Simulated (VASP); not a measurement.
Runs of VASP 6.6.1 on Pd. The structure is that of space group P6/mmm (No. 191), or close to it. The cells are those of the table. This isn't the form of Pd at room conditions, which is fcc.

```tsv
cell	k mesh	gap on the mesh (eV)	pressure (GPa)
a = 4.595, b = 4.595, c = 2.735 Å, angles 90.0, 90.0, 120.0°, 3 atoms	9 × 9 × 13	none	-5.2
a = 4.474, b = 4.474, c = 2.663 Å, angles 90.0, 90.0, 120.0°, 3 atoms	9 × 9 × 13	none	(a)
a = 4.535, b = 4.535, c = 2.699 Å, angles 90.0, 90.0, 120.0°, 3 atoms	8 × 8 × 12	none	(b)
a = 4.346, b = 4.346, c = 2.586 Å, angles 90.0, 90.0, 120.0°, 3 atoms	9 × 9 × 13	none	25.9
a = 4.535, b = 4.535, c = 2.699 Å, angles 90.0, 90.0, 120.0°, 3 atoms	11 × 11 × 15	none	-0.2
```

Alike in all rows: task single point; level revPBE; potentials or basis VASP PAW PBE potentials, release 64 (Pd); no spin polarisation; cutoff (eV) 520; smearing fermi-dirac 0.1 eV.

**Question.** Fill in the values left out.

**Answer.** (a) 6.4; (b) -0.3.

Caveats: the PAW data sets were made with another functional, which shifts forces and pressure a little; the cell stands under pressure (at least some runs); the cell stands under tension (at least some runs).

A k mesh can miss the band edges, and the runs leave out spin-orbit coupling on Pd.

A gap of «none» marks levels without a gap at the run's occupations.
